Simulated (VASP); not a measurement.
Set up this calculation in VASP 6.6.1, as the native input.

| Property | Result |
| --- | --- |
| Task | single point |
| Functional | PBE |
| Potentials or basis | VASP PAW PBE potentials, release 64 (Hf_pv, Si, O) |
| Cutoff | 520 eV |
| k mesh | 7 × 7 × 7 |
| Occupations | fermi-dirac, width 0.02 eV |
| Spin | no spin polarisation |
| Dipole correction | no |
| Further INCAR settings | ALGO = Normal; EDIFF = 1e-06; NBANDS = 50 |

The structure of HfSiO4 lies in POSCAR:

```
HfSiO4
1.0
   -3.2418357717      3.2418357717      2.9413031683
    3.2418357717     -3.2418357717      2.9413031683
    3.2418357717      3.2418357717     -2.9413031683
Hf Si O
2 2 8
Direct
    0.7500000000      0.2500000000      0.5000000000
    0.0000000000      0.0000000000      0.0000000000
    0.2500000000      0.7500000000      0.5000000000
    0.5000000000      0.5000000000      0.0000000000
    0.1329637910      0.3193906485      0.8135731425
    0.0693906485      0.7558175059      0.6864268575
    0.5058175059      0.3193906485      0.1864268575
    0.0693906485      0.3829637910      0.3135731425
    0.6170362090      0.9306093515      0.6864268575
    0.6806093515      0.8670362090      0.1864268575
    0.2441824941      0.9306093515      0.3135731425
    0.6806093515      0.4941824941      0.8135731425
```

This cell differs from its parent crystal: volume scaled by 0.96, then relaxed in part.

One way to write it, as run:

INCAR

```
SYSTEM = HfSiO4
PREC     = Accurate       ! precision mode
ENCUT    = 520            ! plane-wave cutoff, eV
EDIFF    = 1E-6           ! SCF threshold, eV
ISMEAR   = -1             ! smearing method
SIGMA    = 0.02           ! smearing width, eV
LREAL    = .False.        ! projectors in reciprocal space
LASPH    = .True.         ! aspherical terms in the spheres
NELM     = 100            ! most SCF steps
ALGO     = Normal         ! electronic algorithm
ISIF     = 2              ! what is computed and relaxed
LWAVE    = .False.        ! write WAVECAR
LCHARG   = .False.        ! write CHGCAR
GGA      = PE             ! functional
NBANDS   = 50             ! bands
```

KPOINTS

```
regular mesh
0
Gamma
  7 7 7
  0 0 0
```

Potentials or basis: VASP PAW PBE potentials, release 64 (Hf_pv, Si, O).

Run with:

```sh
$ cat potpaw_PBE.64/Hf_pv/POTCAR potpaw_PBE.64/Si/POTCAR potpaw_PBE.64/O/POTCAR > POTCAR
$ mpirun -np 1 vasp_std > vasp.out
```

Results of the run:

The pressure is 16.2 GPa. The largest force is 0.197 eV/Å. The band gap on the k mesh is 5.64 eV, indirect (least direct gap 6.05 eV).

Caveat: spin-orbit coupling is left out, which moves the levels of the heavy elements.

Wall time 5 min on 1 thread of Intel(R) Xeon(R) Platinum 8488C (Sapphire Rapids), with other jobs on the host, peak memory 0.37 GiB.
